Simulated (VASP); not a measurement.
A run of VASP 6.6.1 is set up as follows.

File POSCAR:

```
AlN
1.0
    2.9529009317      0.0000000000      0.0000000000
   -1.4764504658      2.5572872217      0.0000000000
    0.0000000000      0.0000000000      4.6290533632
Al N
2 2
Direct
    0.3333333333      0.6666666667     -0.0042246478
    0.6666666667      0.3333333333      0.4957753522
    0.3333333333      0.6666666667      0.3842246478
    0.6666666667      0.3333333333      0.8842246478
```

INCAR.step1

```
PREC = Accurate ; ENCUT = 520
ISMEAR = 0 ; SIGMA = 0.05
LREAL = F ; LASPH = T
NELM = 100 ; NBANDS = 16
GGA = PE ; ALGO = Normal
EDIFF = 1E-4 ; LWAVE = T
LCHARG = F
```

The input INCAR.step2:

```
PREC = Accurate ; ENCUT = 520
EDIFF = 1E-6 ; ISMEAR = 0
SIGMA = 0.05 ; LREAL = F
LASPH = T ; NELM = 100
ALGO = Normal ; ISIF = 2
LWAVE = F ; LCHARG = F
METAGGA = R2SCAN ; LMIXTAU = T
NBANDS = 16 ; ISTART = 1
```

Contents of KPOINTS:

```
Automatic mesh
0
Gamma
  8 8 4
```

Potentials or basis: VASP PAW PBE potentials, release 64 (Al, N).

Command:

```bash
$ cat potpaw_PBE.64/Al/POTCAR potpaw_PBE.64/N/POTCAR > POTCAR
$ cp INCAR.step1 INCAR
$ mpirun -np 1 vasp_std > vasp.out
$ cp INCAR.step2 INCAR
$ mpirun -np 1 vasp_std > vasp.out
```

Q: Estimate the pressure.

A: 50.6 GPa.

Q: Predict the band gap on the k mesh.

A: 5.92 eV (least direct gap 6.43 eV).

Stress tensor (GPa, compression positive):
```
50.62  0.00  0.00
 0.00 50.62  0.00
 0.00  0.00 50.43
```

Caveat: the cell stands under pressure; the PAW data sets were made with another functional, which shifts forces and pressure a little. r2SCAN opens gaps a little over a GGA but as a rule still falls short of measured ones.
